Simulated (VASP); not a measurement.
## Mo: single point with PBEsol

Mo:

```xyz
1
Lattice="2.7355 0.0000 0.0000 -1.3678 2.1321 0.0000 0.0000 0.0000 2.5552" Properties=species:S:1:pos:R:3 pbc="T T T"
Mo    0.0000    0.0000    1.2776
```

This cell differs from its parent crystal: strain -0.1000 x Voigt [0, 1, 0, 0, 0, 0].

- Program: VASP 6.6.1
- Task: single point
- Functional: PBEsol
- Potentials or basis: VASP PAW PBE potentials, release 64 (Mo_sv)
- Cutoff: 520 eV
- k mesh: 18 × 18 × 18
- Occupations: gaussian, width 0.15 eV
- Spin: no spin polarisation

```json
{
 "Pressure": "27.2 GPa",
 "Band gap on the k mesh": "zero (bands 7 and 8 overlap by 2.24 eV)"
}
```

Stress tensor (GPa, compression positive):
```
40.65  0.00  0.00
 0.00 36.90  0.00
 0.00  0.00  4.09
```

Levels at points of the mesh, in eV from the Fermi level:
```csv
k point,band 3,band 4,band 5,band 6,band 7,band 8,band 9,band 10,band 11,band 12
"(0.00, 0.00, 0.00)",-34.26,-33.99,-7.34,-5.08,-2.60,0.17,4.19,4.63,13.30,15.09
"(0.50, 0.00, 0.00)",-34.41,-34.14,-5.76,-3.44,0.01,1.01,3.84,4.76,11.69,15.06
"(0.00, 0.50, 0.00)",-35.02,-34.05,-6.23,-2.88,-0.03,2.29,2.83,5.83,12.87,13.00
"(0.00, 0.00, 0.50)",-34.10,-33.84,-4.49,-1.82,-0.47,0.83,0.98,1.62,10.03,16.10
"(0.50, 0.00, 0.50)",-35.77,-34.24,-6.41,-4.47,0.26,4.89,6.23,6.69,7.55,17.32
"(0.00, 0.50, 0.50)",-35.63,-34.83,-6.23,-4.77,-1.27,6.11,6.59,6.69,9.31,15.89
```

Wall time 2.3 min on 1 thread of Intel Xeon 8259CL, on a shared host, peak memory 0.27 GiB.

Caveat: the cell differs from its parent crystal (strain -0.1000 x Voigt [0, 1, 0, 0, 0, 0]); the stress differs along the axes, from 4 to 41 GPa; the PAW data sets were made with another functional, which shifts forces and pressure a little.
